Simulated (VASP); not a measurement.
# SnSe (P4/nmm) in VASP: settings compared

SnSe is run at these levels: PBE, r2SCAN; tasks: single point.

Program: VASP 6.6.1. These are calculated values, not measurements. Logs are shortened: lines on timing, memory, paths and dates and some standing lists are left out, and cuts for length are marked.

### Step 1. The cell of the first run

Symmetry: P4/nmm, No. 129, tetragonal system. The conventional cell has a = 4.355 Å, b = 4.355 Å, c = 6.065 Å, α = 90.00°, β = 90.00°, γ = 90.00°. Within 3.7 Å of Sn (site symmetry 4mm) lie 6 Se at 2.80 to 3.26 Å. Se (site symmetry 4mm) has 6 Sn at 2.80 to 3.26 Å within 3.7 Å.

### Step 2. Single point, PBE (epitaxial xy strain +3.2%)

File INCAR:

```
SYSTEM = SnSe
ALGO     = Normal         ! electronic algorithm
EDIFF    = 1E-6           ! SCF threshold, eV
ENCUT    = 520            ! plane-wave cutoff, eV
GGA      = PE             ! functional
ISIF     = 2              ! what is computed and relaxed
ISMEAR   = -1             ! smearing method
LASPH    = .TRUE.         ! aspherical terms in the spheres
LCHARG   = .FALSE.        ! write CHGCAR
LREAL    = .FALSE.        ! projectors in reciprocal space
LWAVE    = .FALSE.        ! write WAVECAR
NBANDS   = 28             ! bands
NELM     = 80             ! most SCF steps
PREC     = Accurate       ! precision mode
SIGMA    = 0.02           ! smearing width, eV
```

File KPOINTS:

```
k-points
0
G
  6 6 4
  0 0 0
```

File POSCAR:

```
SnSe
1.0
    4.3547801448      0.0000000000      0.0000000000
    0.0000000000      4.3547801448      0.0000000000
    0.0000000000      0.0000000000      6.0652061353
Sn Se
2 2
Direct
    0.5000000000      0.0000000000      0.2701658822
    0.0000000000      0.5000000000      0.7298341178
    0.5000000000      0.0000000000      0.7323160708
    0.0000000000      0.5000000000      0.2676839292
```

Potentials or basis: VASP PAW PBE potentials, release 64 (Sn_d, Se).

Command:

```sh
cat potpaw_PBE.64/Sn_d/POTCAR potpaw_PBE.64/Se/POTCAR > POTCAR
mpirun -np 1 vasp_std > vasp.out
```

OUTCAR:

```text
SYSTEM = SnSe
   EDIFF = 1E-6
   ENCUT = 520
   GGA = PE
   ISIF = 2
   ISMEAR = -1
   LASPH = .TRUE.
   LREAL = .FALSE.
   NELM = 80
   PREC = Accurate

 ion  position               nearest neighbor table
   1  0.500  0.000  0.270-   3 2.80   4 3.08   4 3.08   4 3.08   4 3.08   3 3.26
   2  0.000  0.500  0.730-   4 2.80   3 3.08   3 3.08   3 3.08   3 3.08   4 3.26
   3  0.500  0.000  0.732-   1 2.80   2 3.08   2 3.08   2 3.08   2 3.08   1 3.26
   4  0.000  0.500  0.268-   2 2.80   1 3.08   1 3.08   1 3.08   1 3.08   2 3.26

  LATTYP: Found a simple tetragonal cell.
 ALAT       =     4.3547801448
 C/A-ratio  =     1.3927697688

  Lattice vectors:

 A1 = (   4.3547801448,   0.0000000000,   0.0000000000)
 A2 = (   0.0000000000,   4.3547801448,   0.0000000000)
 A3 = (   0.0000000000,   0.0000000000,   6.0652061353)

Analysis of symmetry for initial positions (statically):
=====================================================================
 Subroutine PRICEL returns:
 Original cell was already a primitive cell.

 Routine SETGRP: Setting up the symmetry group for a
 simple tetragonal supercell.

 Subroutine GETGRP returns: Found 16 space group operations
 (whereof  8 operations were pure point group operations)
 out of a pool of 16 trial point group operations.

The static configuration has the point symmetry D_2d.
 The point group associated with its full space group is D_4h.

Analysis of symmetry for dynamics (positions and initial velocities):
=====================================================================
 Subroutine PRICEL returns:
 Original cell was already a primitive cell.

 Routine SETGRP: Setting up the symmetry group for a
 simple tetragonal supercell.

 Subroutine GETGRP returns: Found 16 space group operations
 (whereof  8 operations were pure point group operations)
 out of a pool of 16 trial point group operations.

The dynamic configuration has the point symmetry D_2d.
 The point group associated with its full space group is D_4h.

 Subroutine INISYM returns: Found 16 space group operations
 (whereof  8 operations are pure point group operations),
 and found     1 'primitive' translations

----------------------------------------------------------------------------------------

                                     Primitive cell

  volume of cell :     115.0212

  direct lattice vectors                    reciprocal lattice vectors
     4.354780145  0.000000000  0.000000000     0.229632718  0.000000000  0.000000000
     0.000000000  4.354780145  0.000000000     0.000000000  0.229632718  0.000000000
     0.000000000  0.000000000  6.065206135     0.000000000  0.000000000  0.164874858

  length of vectors
     4.354780145  4.354780145  6.065206135     0.229632718  0.229632718  0.164874858

  position of ions in fractional coordinates (direct lattice)
     0.500000000  0.000000000  0.270165882
     0.000000000  0.500000000  0.729834118
     0.500000000  0.000000000  0.732316071
     0.000000000  0.500000000  0.267683929

  ion indices of the primitive-cell ions
   primitive index   ion index
                 1           1
                 2           2
                 3           3
                 4           4

----------------------------------------------------------------------------------------

 KPOINTS: k-points

Automatic generation of k-mesh.
 Grid dimensions read from file:
 generate k-points for:    6    6    4

 Generating k-lattice:

  Cartesian coordinates                     Fractional coordinates (reciprocal lattice)
     0.038272120  0.000000000  0.000000000     0.166666667  0.000000000  0.000000000
     0.000000000  0.038272120  0.000000000     0.000000000  0.166666667  0.000000000
     0.000000000  0.000000000  0.041218714     0.000000000  0.000000000  0.250000000

  Length of vectors
     0.038272120  0.038272120  0.041218714

  Shift w.r.t. Gamma in fractional coordinates (k-lattice)
     0.000000000  0.000000000  0.000000000

 Subroutine IBZKPT returns following result:
 ===========================================

 Found     30 irreducible k-points:

 Following reciprocal coordinates:
            Coordinates               Weight
  0.000000  0.000000  0.000000      1.000000
  0.166667  0.000000  0.000000      4.000000
  0.333333  0.000000  0.000000      4.000000
  0.500000  0.000000  0.000000      2.000000
  0.166667  0.166667  0.000000      4.000000
  0.333333  0.166667  0.000000      8.000000
[... 16 lines left out ...]
  0.333333  0.000000  0.500000      4.000000
  0.500000  0.000000  0.500000      2.000000
 [... further k-points ...]
   k-points           NKPTS =     30   k-points in BZ     NKDIM =     30   number of bands    NBANDS=     28
   number of dos      NEDOS =    301   number of ions     NIONS =      4
   total plane-waves  NPLWV =  49152
   dimension x,y,z NGX =    32 NGY =   32 NGZ =   48
   dimension x,y,z NGXF=    64 NGYF=   64 NGZF=   96
   ions per type =               2   2
   NGX,Y,Z   is equivalent  to a cutoff of  12.22, 12.22, 13.16 a.u.
   NGXF,Y,Z  is equivalent  to a cutoff of  24.43, 24.43, 26.31 a.u.
 SYSTEM =  SnSe
   PREC   = accura    normal or accurate (medium, high low for compatibility)
   ISTART =      0    job   : 0-new  1-cont  2-samecut
   ICHARG =      2    charge: 1-file 2-atom 10-const
   ISPIN  =      1    spin polarized calculation?
   LNONCOLLINEAR =      F non collinear calculations
   LSORBIT =      F    spin-orbit coupling
   LASPH  =      T    aspherical Exc in radial PAW
   ENCUT  =  520.0 eV  38.22 Ry    6.18 a.u.   8.10  8.10 11.28*2*pi/ulx,y,z
   NELM   =     80;   NELMIN=  2; NELMDL= -5     # of ELM steps
   EDIFF  = 0.1E-05   stopping-criterion for ELM
   LREAL  =      F    real-space projection
   EDIFFG = 0.1E-04   stopping-criterion for IOM
   NSW    =      0    number of steps for IOM
   IBRION =     -1    ionic relax: 0-MD 1-quasi-New 2-CG
   NFREE  =      0    steps in history (QN), initial steepest desc. (CG)
   ISIF   =      2    stress and relaxation
   ISYM   =      2    0-nonsym 1-usesym 2-fastsym
   POTIM  = 0.5000    time-step for ionic-motion
   TEBEG  =    0.0;   TEEND  =   0.0 temperature during run
   PSTRESS=    0.0 pullay stress
   NELECT =      40.0000    total number of electrons
   NUPDOWN=      -1.0000    fix difference up-down
   EMIN   =  10.00;   EMAX   =-10.00  energy-range for DOS
   EFERMI =   0.00;   METHOD = LEGACY
   ISMEAR =    -1;   SIGMA  =   0.02  broadening in eV -4-tet -1-fermi 0-gaus
   EFERMI_NEDOS =   21; number of points for ismear=-14 and -15
   IALGO  =     38    algorithm
   IMIX   =      4    mixing-type and parameters
     AMIX     =   0.40;   BMIX     =  1.00
     AMIX_MAG =   1.60;   BMIX_MAG =  1.00
  volume/ion in A,a.u.               =      28.76       194.05
  Fermi-wavevector in a.u.,A,eV,Ry     =   1.151248  2.175543 18.032774  1.325372
  Thomas-Fermi vector in A             =   2.287907
   LORBIT       =      0    0 simple, 1 ext, 2 COOP (PROOUT), +10 PAW based schemes
   GGA     = PE    functional components
   LHFCALC =     F    Hartree Fock is set to
   AEXX    =    0.0000 exact exchange contribution
   IVDW    =     0    specifies the selected vdW correction
   LEPSILON=     F    determine dielectric tensor
   LRPA    =     F    only Hartree local field effects (RPA)
 non-spin polarized calculation
  energy-cutoff  :      520.00
  volume of cell :      115.02
 maximum number of plane-waves:      3136
   NGX = 17   NGY = 17   NGZ = 23

 number of electron      40.0000008 magnetization

 Free energy of the ion-electron system (eV)
  ---------------------------------------------------
  ext. energy  EPLUGINS =         0.00000000
  ---------------------------------------------------
  free energy    TOTEN  =       -16.39231446 eV

  energy without entropy =      -16.39231446  energy(sigma->0) =      -16.39231446

 E-fermi :   5.2484     XC(G=0):  -9.3325

 val. band max:        4.8635168394   @ k =   0.3333   0.1667   0.5000
 cond. band min:       5.6311000189   @ k =   0.5000   0.0000   0.5000
 fundamental gap:      0.7675831794
 Fermi energy:         5.2484418819

 k-point     1 :       0.0000    0.0000    0.0000
  band No.  band energies     occupation
      1     -16.5954      2.00000
      2     -16.5947      2.00000
      3     -16.5891      2.00000
      4     -16.5869      2.00000
      5     -16.5788      2.00000
      6     -16.5733      2.00000
[... 20 lines left out ...]
     27      10.8822      0.00000
     28      10.9749      0.00000

 k-point     2 :       0.1667    0.0000    0.0000
  band No.  band energies     occupation
      1     -16.5938      2.00000
      2     -16.5910      2.00000
      3     -16.5879      2.00000
      4     -16.5877      2.00000
      5     -16.5813      2.00000
      6     -16.5729      2.00000
[... 20 lines left out ...]
     27      10.6729      0.00000
     28      10.9276      0.00000

 k-point     3 :       0.3333    0.0000    0.0000
  band No.  band energies     occupation
      1     -16.5903      2.00000
      2     -16.5895      2.00000
      3     -16.5859      2.00000
      4     -16.5859      2.00000
      5     -16.5821      2.00000
      6     -16.5713      2.00000
[... 20 lines left out ...]
     27      11.2175      0.00000
     28      11.4309      0.00000

 k-point     4 :       0.5000    0.0000    0.0000
  band No.  band energies     occupation
      1     -16.5892      2.00000
      2     -16.5892      2.00000
      3     -16.5869      2.00000
      4     -16.5869      2.00000
      5     -16.5743      2.00000
      6     -16.5743      2.00000
[... 578 lines left out ...]
     27       9.7945      0.00000
     28      10.2786      0.00000

 k-point    23 :       0.3333    0.0000    0.5000
  band No.  band energies     occupation
      1     -16.5900      2.00000
      2     -16.5889      2.00000
      3     -16.5881      2.00000
      4     -16.5867      2.00000
      5     -16.5792      2.00000
      6     -16.5725      2.00000
[... 20 lines left out ...]
     27      11.5373      0.00000
     28      11.9666      0.00000

 k-point    24 :       0.5000    0.0000    0.5000
  band No.  band energies     occupation
      1     -16.5908      2.00000
      2     -16.5908      2.00000
      3     -16.5867      2.00000
      4     -16.5867      2.00000
      5     -16.5749      2.00000
      6     -16.5749      2.00000
[... 20 lines left out ...]
     27      13.1364      0.00000
     28      13.1364      0.00000

 [... further k-points ...]
[... 5 lines left out ...]
  --------------------------------------------------------------------------------------
  -------------------------------------------------------------------------------------
  Total       -1.2744902     -1.2744902      1.4345709      0.0000000     -0.0000000      0.0000000
  in kB      -17.7528898    -17.7528898     19.9827176      0.0000000     -0.0000000      0.0000000
  external PRESSURE =      -5.1743540 kB  Pullay stress =       0.0000000 kB

 VOLUME and BASIS-vectors are now :
 -----------------------------------------------------------------------------
  energy-cutoff  :      520.00
  volume of cell :      115.02
      direct lattice vectors                 reciprocal lattice vectors
     4.354780145  0.000000000  0.000000000     0.229632718  0.000000000  0.000000000
     0.000000000  4.354780145  0.000000000     0.000000000  0.229632718  0.000000000
     0.000000000  0.000000000  6.065206135     0.000000000  0.000000000  0.164874858

 POSITION                                       TOTAL-FORCE (eV/Angst)
 -----------------------------------------------------------------------------------
      2.17739      0.00000      1.63861         0.000000      0.000000     -0.104980
      0.00000      2.17739      4.42659        -0.000000      0.000000      0.104980
      2.17739      0.00000      4.44165        -0.000000      0.000000      0.169344
      0.00000      2.17739      1.62356         0.000000      0.000000     -0.169344
 -----------------------------------------------------------------------------------
    total drift:                                0.000000      0.000000     -0.000000

  FREE ENERGIE OF THE ION-ELECTRON SYSTEM (eV)
  ---------------------------------------------------
  free  energy   TOTEN  =       -16.3923144613 eV

  energy  without entropy=      -16.3923144608  energy(sigma->0) =      -16.39231446
```

Run time: 26 s. Hardware: 1 thread of Intel Xeon 6975P-C (Granite Rapids), shared host; peak memory 0.25 GiB.

What came out:

| Item | Value |
| --- | --- |
| Free energy | -16.3923 eV |
| Pressure | -0.5 GPa |
| Largest force | 0.169 eV/Å |
| Band gap on the k mesh | 0.77 eV, indirect (least direct gap 0.77 eV) |

Forces in eV/Å, atoms in the order of the input:
```
Sn   0.000  0.000 -0.105
Sn   0.000  0.000  0.105
Se   0.000  0.000  0.169
Se   0.000  0.000 -0.169
```

Levels at points of the mesh, in eV from the valence-band top:
```csv
k point,band 16,band 17,band 18,band 19,band 20,band 21,band 22,band 23,band 24,band 25
"(0.00, 0.00, 0.00)",-3.34,-3.34,-1.92,-1.83,-1.83,3.28,4.09,4.09,4.65,5.18
"(0.50, 0.00, 0.00)",-3.59,-1.86,-1.86,-0.62,-0.62,1.31,1.31,1.89,1.89,4.59
"(0.50, 0.50, 0.00)",-5.02,-3.24,-3.24,-3.12,-3.12,3.42,3.42,4.97,4.97,5.58
"(0.00, 0.00, 0.50)",-2.93,-2.38,-2.38,-1.80,-0.83,1.58,2.97,3.90,4.06,4.06
"(0.50, 0.00, 0.50)",-1.77,-1.74,-1.74,-0.02,-0.02,0.77,0.77,1.42,1.42,1.68
"(0.50, 0.50, 0.50)",-4.53,-3.90,-3.90,-0.71,-0.71,1.94,1.94,4.51,4.51,4.93
```

Caveat: the cell differs from its parent crystal (epitaxial xy strain +3.2%); spin-orbit coupling is left out, which moves the levels of the heavy elements. A k mesh can miss the band edges.

### Step 3. Single point, r2SCAN (epitaxial xy strain +3.2%)

POSCAR is that of step 2.

File INCAR.step1:

```
SYSTEM = SnSe
PREC = Accurate
ENCUT = 520
ISMEAR = -1
SIGMA = 0.02
LREAL = .FALSE.
LASPH = .TRUE.
NELM = 80
NBANDS = 28
GGA = PE
ALGO = Normal
EDIFF = 1E-4
LWAVE = .TRUE.
LCHARG = .FALSE.
```

File INCAR.step2:

```
SYSTEM = SnSe
PREC = Accurate
ENCUT = 520
EDIFF = 1E-7
ISMEAR = -1
SIGMA = 0.02
LREAL = .FALSE.
LASPH = .TRUE.
NELM = 80
ALGO = Normal
ISIF = 2
LWAVE = .FALSE.
LCHARG = .FALSE.
METAGGA = R2SCAN
LMIXTAU = .TRUE.
NBANDS = 28
ISTART = 1
```

File KPOINTS:

```
Automatic mesh
0
G
  6 6 4
  0 0 0
```

Potentials or basis: VASP PAW PBE potentials, release 64 (Sn_d, Se).

Command:

```sh
cat potpaw_PBE.64/Sn_d/POTCAR potpaw_PBE.64/Se/POTCAR > POTCAR
cp INCAR.step1 INCAR
mpirun -np 1 vasp_std > vasp.out
cp INCAR.step2 INCAR
mpirun -np 1 vasp_std > vasp.out
```

OUTCAR:

```text
SYSTEM = SnSe
   PREC = Accurate
   ENCUT = 520
   EDIFF = 1E-7
   ISMEAR = -1
   LREAL = .FALSE.
   LASPH = .TRUE.
   NELM = 80
   ISIF = 2
   METAGGA = R2SCAN
   ISTART = 1

 ion  position               nearest neighbor table
   1  0.500  0.000  0.270-   3 2.80   4 3.08   4 3.08   4 3.08   4 3.08   3 3.26
   2  0.000  0.500  0.730-   4 2.80   3 3.08   3 3.08   3 3.08   3 3.08   4 3.26
   3  0.500  0.000  0.732-   1 2.80   2 3.08   2 3.08   2 3.08   2 3.08   1 3.26
   4  0.000  0.500  0.268-   2 2.80   1 3.08   1 3.08   1 3.08   1 3.08   2 3.26
[... 939 lines left out ...]
     28      13.5359      0.00000

 [... further k-points ...]
[... 5 lines left out ...]
  --------------------------------------------------------------------------------------
  -------------------------------------------------------------------------------------
  Total       -1.9378447     -1.9378447      0.6207673      0.0000000     -0.0000000      0.0000000
  in kB      -26.9930226    -26.9930226      8.6469189      0.0000000     -0.0000000      0.0000000
  external PRESSURE =     -15.1130421 kB  Pullay stress =       0.0000000 kB

 VOLUME and BASIS-vectors are now :
 -----------------------------------------------------------------------------
  energy-cutoff  :      520.00
  volume of cell :      115.02
      direct lattice vectors                 reciprocal lattice vectors
     4.354780145  0.000000000  0.000000000     0.229632718  0.000000000  0.000000000
     0.000000000  4.354780145  0.000000000     0.000000000  0.229632718  0.000000000
     0.000000000  0.000000000  6.065206135     0.000000000  0.000000000  0.164874858

 POSITION                                       TOTAL-FORCE (eV/Angst)
 -----------------------------------------------------------------------------------
      2.17739      0.00000      1.63861         0.000000      0.000000      0.010201
      0.00000      2.17739      4.42659        -0.000000      0.000000     -0.010201
      2.17739      0.00000      4.44165        -0.000000      0.000000     -0.003133
      0.00000      2.17739      1.62356        -0.000000      0.000000      0.003133
 -----------------------------------------------------------------------------------
    total drift:                                0.000000      0.000000     -0.000000

  FREE ENERGIE OF THE ION-ELECTRON SYSTEM (eV)
  ---------------------------------------------------
  free  energy   TOTEN  =       -79.7070775356 eV

  energy  without entropy=      -79.7070775355  energy(sigma->0) =      -79.70707754
```

OUTCAR.step1:

```text
SYSTEM = SnSe
   PREC = Accurate
   ENCUT = 520
   ISMEAR = -1
   LREAL = .FALSE.
   LASPH = .TRUE.
   NELM = 80
[... 973 lines left out ...]
      0.00000      2.17739      4.42659         0.000000     -0.000000      0.102441
      2.17739      0.00000      4.44165         0.000000     -0.000000      0.169460
      0.00000      2.17739      1.62356         0.000000      0.000000     -0.169460
 -----------------------------------------------------------------------------------
    total drift:                                0.000000      0.000000     -0.000000

  FREE ENERGIE OF THE ION-ELECTRON SYSTEM (eV)
  ---------------------------------------------------
  free  energy   TOTEN  =       -16.3923108973 eV

  energy  without entropy=      -16.3923108967  energy(sigma->0) =      -16.39231090
```

OSZICAR.step1:

```text
N       E                     dE             d eps       ncg     rms          rms(c)
DAV:   1     0.363942380094E+03    0.36394E+03   -0.19418E+04  1700   0.180E+03
DAV:   2     0.358657562195E+02   -0.32808E+03   -0.31921E+03  1680   0.460E+02
DAV:   3    -0.142481928607E+02   -0.50114E+02   -0.48956E+02  2028   0.157E+02
DAV:   4    -0.167498294955E+02   -0.25016E+01   -0.24862E+01  1944   0.359E+01
DAV:   5    -0.168105271304E+02   -0.60698E-01   -0.60685E-01  2104   0.630E+00    0.420E+00
DAV:   6    -0.163879429300E+02    0.42258E+00   -0.97204E-01  2248   0.491E+00    0.250E+00
DAV:   7    -0.163881315663E+02   -0.18864E-03   -0.21666E-01  2060   0.180E+00    0.124E+00
DAV:   8    -0.163921994035E+02   -0.40678E-02   -0.20963E-02  1800   0.105E+00    0.160E-01
DAV:   9    -0.163920471361E+02    0.15227E-03   -0.29954E-03  2092   0.382E-01    0.768E-02
DAV:  10    -0.163922770304E+02   -0.22989E-03   -0.53322E-04  1548   0.108E-01    0.325E-02
DAV:  11    -0.163923108973E+02   -0.33867E-04   -0.91299E-05  1236   0.767E-02
   1 F= -.16392311E+02 E0= -.16392311E+02  d E =-.523388E-09
```

Run time: 1.7 min. Hardware: 1 thread of Intel Xeon 6975P-C (Granite Rapids), shared host; peak memory 0.26 GiB.

Results:

- Free energy: -79.7071 eV
- Pressure: -1.5 GPa
- Largest force: 0.010 eV/Å
- Band gap on the k mesh: 0.80 eV, direct

Forces in eV/Å, atoms in the order of the input:
```
Sn   0.000  0.000  0.010
Sn   0.000  0.000 -0.010
Se   0.000  0.000 -0.003
Se   0.000  0.000  0.003
```

Stress tensor (GPa, compression positive):
```
-2.70  0.00  0.00
 0.00 -2.70  0.00
 0.00  0.00  0.86
```

Caveat: the cell differs from its parent crystal (epitaxial xy strain +3.2%); the PAW data sets were made with another functional, which shifts forces and pressure a little; spin-orbit coupling is left out, which moves the levels of the heavy elements.
